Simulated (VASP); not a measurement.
HfO2:

```xyz
3
Lattice="0.0000 2.5575 2.5575 2.5575 0.0000 2.5575 2.5575 2.5575 0.0000" Properties=species:S:1:pos:R:3 pbc="T T T"
Hf    0.0000    0.0000    0.0000
O     1.2788    1.2788    1.2788
O     3.8363    3.8363    3.8363
```

Program: VASP 6.6.1. Alike in all runs: task single point; potentials or basis VASP PAW PBE potentials, release 64 (Hf_pv, O); no spin polarisation; cell as given; k mesh 4 × 4 × 4; cutoff (eV) 520; smearing gaussian 0.05 eV.

Question: Order these runs on this cell by their band gap on the k mesh, lowest first.
A. level r2SCAN50; grid for exact exchange (PRECFOCK) Normal; share of exact exchange 0.5
B. level PBE
C. level HF; grid for exact exchange (PRECFOCK) Normal; share of exact exchange 1
D. level PBE0; grid for exact exchange (PRECFOCK) Normal; share of exact exchange 0.25
E. level PBE-based screened hybrid with 15 % exact exchange; grid for exact exchange (PRECFOCK) Normal; share of exact exchange 0.15; screening parameter 0.3 1/Å

Answer: B (3.73 eV), E (4.48 eV), D (6.04 eV), A (8.59 eV), C (13.68 eV).

Caveats: all runs use coarse meshes; spin-orbit coupling is left out, which moves the levels of the heavy elements.

A k mesh can miss the band edges.
